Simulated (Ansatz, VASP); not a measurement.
## One calculation of Hf, two programs

Contents of INCAR:

```
SYSTEM = Hf
  ALGO = Normal
  EDIFF = 1E-6
  EDIFFG = -0.01
  ENCUT = 600
  GGA = PE
  IBRION = 2
  ISIF = 3
  ISMEAR = 0
  LASPH = .TRUE.
  LCHARG = .FALSE.
  LREAL = .FALSE.
  LWAVE = .FALSE.
  NELM = 100
  NSW = 80
  PREC = Accurate
  SIGMA = 0.1
```

The input KPOINTS:

```
k-points
0
G
  10 10 10
  0 0 0
```

Contents of POSCAR:

```
Hf
1.0
    0.0000000000      3.7235538284      3.7235538284
    3.7235538284      0.0000000000      3.7235538284
    3.7235538284      3.7235538284      0.0000000000
Hf
2
Direct
    0.2500000000      0.2500000000      0.2500000000
    0.0000000000      0.0000000000      0.0000000000
```

Input for Ansatz:

```yaml
crystal:
  lattice:
    - [0.0, 3.7235538284, 3.7235538284]
    - [3.7235538284, 0.0, 3.7235538284]
    - [3.7235538284, 3.7235538284, 0.0]
  atoms:
    - { symbol: Hf, position: [0.25, 0.25, 0.25] }
    - { symbol: Hf, position: [0.0, 0.0, 0.0] }
basis:
  ecutwfc: 420
kpoints:
  mp_grid: { grid: [10, 10, 10] }
hamiltonian:
  xc: pbe
scf:
  occupations: { method: gaussian, width: 0.1 }
output:
  forces: true
  stress: true
  eigenvalues: true
relax:
  adjacent_minimum: "off"
  f_tol: 0.01
  max_steps: 60
  cell: { stress_tol: 0.1 }
```

Alike in both runs: task relaxation of cell and atoms; functional PBE; k mesh 10 × 10 × 10; occupations gaussian, width 0.1 eV; no spin polarisation.

|  | VASP | Ansatz |
| --- | --- | --- |
| version | VASP 6.6.1 | Ansatz 0.2.0 |
| potentials or method | VASP PAW PBE potentials, release 64 (Hf_pv), cutoff 600 eV | scalar-relativistic, plane waves, PAW |
| valence electrons in the cell | 20 | 52 |

|  | VASP | Ansatz | Ansatz less VASP |
| --- | --- | --- | --- |
| gap on the k mesh at the Fermi level, each at its own relaxed structure (eV) | none | none | - |
| relaxed volume (Å³/atom) | 34.69 | 35.01 | +0.319 |
| relaxed cell length with the largest relative difference (Å) | 4.612 | 4.626 | +0.0141 |

A gap of «none» marks a metal or a gap that the smearing closes. VASP's potentials hold 20 valence electrons a cell and Ansatz's 52, so a difference there can come from the potentials and not from the codes.

Spin-orbit coupling is off throughout. Noted on VASP's run: the volume moved by over 15 % at a fixed basis, so the end points are rough.
